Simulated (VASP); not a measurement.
# ZnSe (Stilleite) (F-43m) in VASP: a series of runs, part 3 of 3

VASP 6.6.1. The steps go on from the part before.

## 4. Single point, PBE (volume scaled by 0.98, then relaxed in part)

INCAR reads:

```
SYSTEM = ZnSe
  PREC = Accurate
  ENCUT = 520
  EDIFF = 1E-6
  ISMEAR = -1
  SIGMA = 0.02
  LREAL = .False.
  LASPH = .True.
  NELM = 100
  ALGO = Normal
  ISIF = 2
  LWAVE = .False.
  LCHARG = .False.
  GGA = PE
  NBANDS = 16
```

KPOINTS reads:

```
Automatic mesh
0
Gamma
  13 13 13
  0 0 0
```

POSCAR reads:

```
ZnSe
1.0
    0.0000000000      2.8147806350      2.8147806350
    2.8147806350      0.0000000000      2.8147806350
    2.8147806350      2.8147806350      0.0000000000
Zn Se
1 1
Direct
    0.0000000000      0.0000000000      0.0000000000
    0.2500000000      0.2500000000      0.2500000000
```

Potentials or basis: VASP PAW PBE potentials, release 64 (Zn, Se).

On the command line:

```bash
$ cat potpaw_PBE.64/Zn/POTCAR potpaw_PBE.64/Se/POTCAR > POTCAR
$ mpirun -np 1 vasp_std > vasp.out
```

OUTCAR:

```text
SYSTEM = ZnSe
   PREC = Accurate
   ENCUT = 520
   EDIFF = 1E-6
   ISMEAR = -1
   LREAL = .False.
   LASPH = .True.
   NELM = 100
   ISIF = 2
   GGA = PE

 ion  position               nearest neighbor table
   1  0.000  0.000  0.000-   2 2.44   2 2.44   2 2.44   2 2.44
   2  0.250  0.250  0.250-   1 2.44   1 2.44   1 2.44   1 2.44

  LATTYP: Found a face centered cubic cell.
 ALAT       =     5.6295612700

  Lattice vectors:

 A1 = (   0.0000000000,   2.8147806350,   2.8147806350)
 A2 = (   2.8147806350,   0.0000000000,   2.8147806350)
 A3 = (   2.8147806350,   2.8147806350,   0.0000000000)

Analysis of symmetry for initial positions (statically):
=====================================================================
 Subroutine PRICEL returns:
 Original cell was already a primitive cell.

 Routine SETGRP: Setting up the symmetry group for a
 face centered cubic supercell.

 Subroutine GETGRP returns: Found 24 space group operations
 (whereof 24 operations were pure point group operations)
 out of a pool of 48 trial point group operations.

The static configuration has the point symmetry T_d .

Analysis of symmetry for dynamics (positions and initial velocities):
=====================================================================
 Subroutine PRICEL returns:
 Original cell was already a primitive cell.

 Routine SETGRP: Setting up the symmetry group for a
 face centered cubic supercell.

 Subroutine GETGRP returns: Found 24 space group operations
 (whereof 24 operations were pure point group operations)
 out of a pool of 48 trial point group operations.

The dynamic configuration has the point symmetry T_d .

 Subroutine INISYM returns: Found 24 space group operations
 (whereof 24 operations are pure point group operations),
 and found     1 'primitive' translations

----------------------------------------------------------------------------------------

                                     Primitive cell

  volume of cell :      44.6030

  direct lattice vectors                    reciprocal lattice vectors
     0.000000000  2.814780635  2.814780635    -0.177633736  0.177633736  0.177633736
     2.814780635  0.000000000  2.814780635     0.177633736 -0.177633736  0.177633736
     2.814780635  2.814780635  0.000000000     0.177633736  0.177633736 -0.177633736

  length of vectors
     3.980700949  3.980700949  3.980700949     0.307670656  0.307670656  0.307670656

  position of ions in fractional coordinates (direct lattice)
     0.000000000  0.000000000  0.000000000
     0.250000000  0.250000000  0.250000000

  ion indices of the primitive-cell ions
   primitive index   ion index
                 1           1
                 2           2

----------------------------------------------------------------------------------------

 KPOINTS: Automatic mesh

Automatic generation of k-mesh.
 Grid dimensions read from file:
 generate k-points for:   13   13   13

 Generating k-lattice:

  Cartesian coordinates                     Fractional coordinates (reciprocal lattice)
    -0.013664134  0.013664134  0.013664134     0.076923077  0.000000000  0.000000000
     0.013664134 -0.013664134  0.013664134     0.000000000  0.076923077  0.000000000
     0.013664134  0.013664134 -0.013664134     0.000000000  0.000000000  0.076923077

  Length of vectors
     0.023666974  0.023666974  0.023666974

  Shift w.r.t. Gamma in fractional coordinates (k-lattice)
     0.000000000  0.000000000  0.000000000

 Subroutine IBZKPT returns following result:
 ===========================================

 Found     84 irreducible k-points:

 Following reciprocal coordinates:
            Coordinates               Weight
  0.000000  0.000000  0.000000      1.000000
  0.076923  0.000000  0.000000      8.000000
  0.153846  0.000000  0.000000      8.000000
  0.230769  0.000000  0.000000      8.000000
  0.307692  0.000000  0.000000      8.000000
  0.384615  0.000000  0.000000      8.000000
[... 16 lines left out ...]
  0.384615  0.153846  0.000000     24.000000
  0.461538  0.153846  0.000000     24.000000
 [... further k-points ...]
   k-points           NKPTS =     84   k-points in BZ     NKDIM =     84   number of bands    NBANDS=     16
   number of dos      NEDOS =    301   number of ions     NIONS =      2
   total plane-waves  NPLWV =  27000
   dimension x,y,z NGX =    30 NGY =   30 NGZ =   30
   dimension x,y,z NGXF=    60 NGYF=   60 NGZF=   60
   ions per type =               1   1
   NGX,Y,Z   is equivalent  to a cutoff of  12.53, 12.53, 12.53 a.u.
   NGXF,Y,Z  is equivalent  to a cutoff of  25.06, 25.06, 25.06 a.u.
 SYSTEM =  ZnSe
   PREC   = accura    normal or accurate (medium, high low for compatibility)
   ISTART =      0    job   : 0-new  1-cont  2-samecut
   ICHARG =      2    charge: 1-file 2-atom 10-const
   ISPIN  =      1    spin polarized calculation?
   LNONCOLLINEAR =      F non collinear calculations
   LSORBIT =      F    spin-orbit coupling
   LASPH  =      T    aspherical Exc in radial PAW
   ENCUT  =  520.0 eV  38.22 Ry    6.18 a.u.   7.40  7.40  7.40*2*pi/ulx,y,z
   NELM   =    100;   NELMIN=  2; NELMDL= -5     # of ELM steps
   EDIFF  = 0.1E-05   stopping-criterion for ELM
   LREAL  =      F    real-space projection
   EDIFFG = 0.1E-04   stopping-criterion for IOM
   NSW    =      0    number of steps for IOM
   IBRION =     -1    ionic relax: 0-MD 1-quasi-New 2-CG
   NFREE  =      0    steps in history (QN), initial steepest desc. (CG)
   ISIF   =      2    stress and relaxation
   ISYM   =      2    0-nonsym 1-usesym 2-fastsym
   POTIM  = 0.5000    time-step for ionic-motion
   TEBEG  =    0.0;   TEEND  =   0.0 temperature during run
   PSTRESS=    0.0 pullay stress
   NELECT =      18.0000    total number of electrons
   NUPDOWN=      -1.0000    fix difference up-down
   EMIN   =  10.00;   EMAX   =-10.00  energy-range for DOS
   EFERMI =   0.00;   METHOD = LEGACY
   ISMEAR =    -1;   SIGMA  =   0.02  broadening in eV -4-tet -1-fermi 0-gaus
   EFERMI_NEDOS =   21; number of points for ismear=-14 and -15
   IALGO  =     38    algorithm
   IMIX   =      4    mixing-type and parameters
     AMIX     =   0.40;   BMIX     =  1.00
     AMIX_MAG =   1.60;   BMIX_MAG =  1.00
  volume/ion in A,a.u.               =      22.30       150.50
  Fermi-wavevector in a.u.,A,eV,Ry     =   1.209793  2.286178 19.913479  1.463599
  Thomas-Fermi vector in A             =   2.345360
   LORBIT       =      0    0 simple, 1 ext, 2 COOP (PROOUT), +10 PAW based schemes
   GGA     = PE    functional components
[... 5 lines left out ...]
 non-spin polarized calculation
  energy-cutoff  :      520.00
  volume of cell :       44.60
 maximum number of plane-waves:      1243
 NGX is ok and might be reduce to    30
   NGX = 15   NGY = 15   NGZ = 15

 number of electron      17.9999996 magnetization

 Free energy of the ion-electron system (eV)
  ---------------------------------------------------
  ext. energy  EPLUGINS =         0.00000000
  ---------------------------------------------------
  free energy    TOTEN  =        -6.00361410 eV

  energy without entropy =       -6.00361410  energy(sigma->0) =       -6.00361410

 E-fermi :   2.2181     XC(G=0):  -9.4150

 val. band max:        1.7881985439   @ k =   0.0000   0.0000   0.0000
 cond. band min:       3.1605966341   @ k =   0.0000   0.0000   0.0000
 fundamental gap:      1.3723980903
 Fermi energy:         2.2180807779

 k-point     1 :       0.0000    0.0000    0.0000
  band No.  band energies     occupation
      1     -11.6030      2.00000
      2      -4.8333      2.00000
      3      -4.8333      2.00000
      4      -4.8333      2.00000
      5      -4.4448      2.00000
      6      -4.4448      2.00000
[... 8 lines left out ...]
     15      13.2907      0.00000
     16      13.2907      0.00000

 k-point     2 :       0.0769    0.0000    0.0000
  band No.  band energies     occupation
      1     -11.5626      2.00000
      2      -4.8319      2.00000
      3      -4.8267      2.00000
      4      -4.8267      2.00000
      5      -4.4455      2.00000
      6      -4.4455      2.00000
[... 8 lines left out ...]
     15      12.8527      0.00000
     16      12.8527      0.00000
[... 387 lines left out ...]
      5      -4.4386      2.00000
      6      -4.4200      2.00000
[... 8 lines left out ...]
     15      14.0759      0.00000
     16      14.4312      0.00000

 k-point    24 :       0.4615    0.1538    0.0000
  band No.  band energies     occupation
      1     -10.7689      2.00000
      2      -4.7474      2.00000
      3      -4.7067      2.00000
      4      -4.5354      2.00000
      5      -4.4198      2.00000
      6      -4.3700      2.00000
[... 8 lines left out ...]
     15      14.3911      0.00000
     16      15.2058      0.00000

 [... further k-points ...]
[... 5 lines left out ...]
  --------------------------------------------------------------------------------------
  -------------------------------------------------------------------------------------
  Total        1.0424118      1.0424118      1.0424118      0.0000000     -0.0000000     -0.0000000
  in kB       37.4443465     37.4443465     37.4443465      0.0000000     -0.0000000     -0.0000000
  external PRESSURE =      37.4443465 kB  Pullay stress =       0.0000000 kB

 VOLUME and BASIS-vectors are now :
 -----------------------------------------------------------------------------
  energy-cutoff  :      520.00
  volume of cell :       44.60
      direct lattice vectors                 reciprocal lattice vectors
     0.000000000  2.814780635  2.814780635    -0.177633736  0.177633736  0.177633736
     2.814780635  0.000000000  2.814780635     0.177633736 -0.177633736  0.177633736
     2.814780635  2.814780635  0.000000000     0.177633736  0.177633736 -0.177633736

 POSITION                                       TOTAL-FORCE (eV/Angst)
 -----------------------------------------------------------------------------------
      0.00000      0.00000      0.00000         0.000000      0.000000      0.000000
      1.40739      1.40739      1.40739        -0.000000     -0.000000     -0.000000
 -----------------------------------------------------------------------------------
    total drift:                               -0.000000     -0.000000      0.000000

  FREE ENERGIE OF THE ION-ELECTRON SYSTEM (eV)
  ---------------------------------------------------
  free  energy   TOTEN  =        -6.0036141050 eV

  energy  without entropy=       -6.0036141050  energy(sigma->0) =       -6.00361410
```

OSZICAR:

```text
N       E                     dE             d eps       ncg     rms          rms(c)
DAV:   1     0.875175997562E+02    0.87518E+02   -0.88337E+03  2696   0.129E+03
DAV:   2    -0.933556192276E+00   -0.88451E+02   -0.83054E+02  3088   0.254E+02
DAV:   3    -0.625142581733E+01   -0.53179E+01   -0.53015E+01  3312   0.608E+01
DAV:   4    -0.629115301665E+01   -0.39727E-01   -0.39723E-01  3264   0.557E+00
DAV:   5    -0.629134047998E+01   -0.18746E-03   -0.18746E-03  3392   0.349E-01    0.493E+00
DAV:   6    -0.602300613685E+01    0.26833E+00   -0.53181E-01  4016   0.242E+01    0.375E+00
DAV:   7    -0.600354858877E+01    0.19458E-01   -0.15722E-01  3088   0.356E+00    0.159E+00
DAV:   8    -0.600330246437E+01    0.24612E-03   -0.44824E-03  3624   0.705E-01    0.459E-01
DAV:   9    -0.600351431388E+01   -0.21185E-03   -0.11108E-03  3192   0.253E-01    0.656E-02
DAV:  10    -0.600362366059E+01   -0.10935E-03   -0.21063E-04  3448   0.106E-01    0.245E-02
DAV:  11    -0.600361311386E+01    0.10547E-04   -0.40702E-05  2992   0.512E-02    0.493E-03
DAV:  12    -0.600361410498E+01   -0.99112E-06   -0.52712E-06  3504   0.135E-02
   1 F= -.60036141E+01 E0= -.60036141E+01  d E =-.779066E-12
```

Wall time 23 s (1 thread of Intel Xeon 6975P-C (Granite Rapids), shared host); peak memory 0.2 GiB.

Results:

```
Free energy            : -6.0036 eV
Pressure               : 3.7 GPa
Band gap on the k mesh : 1.37 eV, direct
```

Levels at points of the mesh, in eV from the valence-band top:
```
           k point  band 6  band 7  band 8  band 9  band 10  band 11  band 12  band 13
(0.00, 0.00, 0.00)   -6.23    0.00    0.00    0.00     1.37     5.79     5.79     5.79
```

Caveat: the cell differs from its parent crystal (volume scaled by 0.98, then relaxed in part).

## 5. Single point, PBE

This run uses another cell than the first one, of 22.76 Å³/atom, 1.064 times its volume.

INCAR reads:

```
ALGO = Normal
EDIFF = 1E-6
ENCUT = 520
GGA = PE
ISIF = 2
ISMEAR = -1
LASPH = T
LCHARG = F
LREAL = F
LWAVE = F
NBANDS = 16
NELM = 100
PREC = Accurate
SIGMA = 0.02
```

KPOINTS reads:

```
k-points
0
Gamma
  13 13 13
```

POSCAR reads:

```
ZnSe
1.0
    0.0000000000      2.8338000000      2.8338000000
    2.8338000000      0.0000000000      2.8338000000
    2.8338000000      2.8338000000      0.0000000000
Zn Se
1 1
Direct
    0.0000000000      0.0000000000      0.0000000000
    0.2500000000      0.2500000000      0.2500000000
```

On the command line:

```bash
$ cat potpaw_PBE.64/Zn/POTCAR potpaw_PBE.64/Se/POTCAR > POTCAR
$ mpirun -np 1 vasp_std > vasp.out
```

Wall time 24 s (1 thread of Intel Xeon 6975P-C (Granite Rapids), shared host); peak memory 0.21 GiB.

It converged, with:

* Free energy: -6.0209 eV
* Pressure: 2.3 GPa
* Band gap on the k mesh: 1.29 eV, direct

Levels at points of the mesh, in eV from the valence-band top:
| k point | band 6 | band 7 | band 8 | band 9 | band 10 | band 11 | band 12 | band 13 |
| --- | --- | --- | --- | --- | --- | --- | --- | --- |
| (0.00, 0.00, 0.00) | -6.18 | 0.00 | 0.00 | 0.00 | 1.29 | 5.80 | 5.80 | 5.80 |

Expect the measured gap to be larger: semilocal functionals such as PBE lack the derivative discontinuity.

## 6. Single point, PBE (volume scaled by 1.02, then relaxed in part)

INCAR reads:

```
SYSTEM = ZnSe
  PREC = Accurate
  ENCUT = 520
  EDIFF = 1E-6
  ISMEAR = -1
  SIGMA = 0.02
  LREAL = .False.
  LASPH = .True.
  NELM = 100
  ALGO = Normal
  ISIF = 2
  LWAVE = .False.
  LCHARG = .True.
  GGA = PE
  LELF = .True.
  LVHAR = .True.
  NBANDS = 16
```

KPOINTS reads:

```
regular mesh
0
Gamma
  13 13 13
  0 0 0
```

POSCAR reads:

```
ZnSe
1.0
    0.0000000000      2.8525674344      2.8525674344
    2.8525674344      0.0000000000      2.8525674344
    2.8525674344      2.8525674344      0.0000000000
Zn Se
1 1
Direct
    0.0000000000      0.0000000000      0.0000000000
    0.2500000000      0.2500000000      0.2500000000
```

Potentials or basis: VASP PAW PBE potentials, release 64 (Zn, Se).

On the command line:

```bash
$ cat potpaw_PBE.64/Zn/POTCAR potpaw_PBE.64/Se/POTCAR > POTCAR
$ mpirun -np 1 vasp_std > vasp.out
```

It took 26 s on 1 thread of Intel Xeon 6975P-C (Granite Rapids), shared host; peak memory 0.21 GiB.

Results (log left out):

```
Free energy            : -6.0305 eV
Pressure               : 1.1 GPa
Band gap on the k mesh : 1.21 eV, direct
```

Levels at points of the mesh, in eV from the valence-band top:
```
           k point  band 7  band 8  band 9  band 10  band 11  band 12
(0.00, 0.00, 0.00)    0.00    0.00    0.00     1.21     5.81     5.81
```

Caveat: the cell differs from its parent crystal (volume scaled by 1.02, then relaxed in part).

## 7. Summary

| cell | gap on the mesh (eV) | pressure (GPa) |
| --- | --- | --- |
| a = 3.926 Å, angles 60.0°, 2 atoms | 1.55 | 7.1 |
| a = 3.953 Å, angles 60.0°, 2 atoms | 1.46 | 5.3 |
| a = 3.981 Å, angles 60.0°, 2 atoms | 1.37 | 3.7 |
| a = 4.008 Å, angles 60.0°, 2 atoms | 1.29 | 2.3 |
| a = 4.034 Å, angles 60.0°, 2 atoms | 1.21 | 1.1 |

Alike in all rows: task single point; level PBE; potentials or basis VASP PAW PBE potentials, release 64 (Zn, Se); no spin polarisation; k mesh 13 × 13 × 13; cutoff (eV) 520; smearing fermi-dirac 0.02 eV.

Total energies depend on the potentials used, so only differences within one code and one set of settings carry meaning.
